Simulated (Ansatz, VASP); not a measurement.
## TiAl3: VASP beside Ansatz

```
Ti Al
1.0
    -1.88941    1.88941    4.24189
     1.88941   -1.88941    4.24189
     1.88941    1.88941   -4.24189
Ti Al
1 3
Direct
  0.00000 0.00000 0.00000
  0.50000 0.50000 0.00000
  0.75000 0.25000 0.50000
  0.25000 0.75000 0.50000
```

Alike in both runs: functional LDA; k mesh 16 × 16 × 16; occupations gaussian, width 0.1 eV; no spin polarisation.

Ansatz relaxed the structure, and its values are those at the end. VASP's run is a single point on that final structure, the one shown.

|  | VASP | Ansatz |
| --- | --- | --- |
| version | VASP 6.6.1 | Ansatz 0.2.0 |
| potentials or method | VASP PAW LDA potentials, release 64 (Ti_sv, Al), cutoff 520 eV | scalar-relativistic, plane waves, PAW |
| valence electrons in the cell | 21 | 21 |

VASP gave:

| Property | Result |
| --- | --- |
| gap on the k mesh at the Fermi level (eV) | none |
| pressure (GPa) | 0.2 |

Question: What did Ansatz give for the same quantities?

Answer: gap on the k mesh at the Fermi level (eV): none; pressure (GPa): 0.0.

Ansatz warns that its potentials were made for another functional, while VASP's fit it. LDA's correlation is that of Perdew and Zunger in VASP and of Perdew and Wang (1992) in Ansatz. A gap of «none» marks a metal or a gap that the smearing closes.
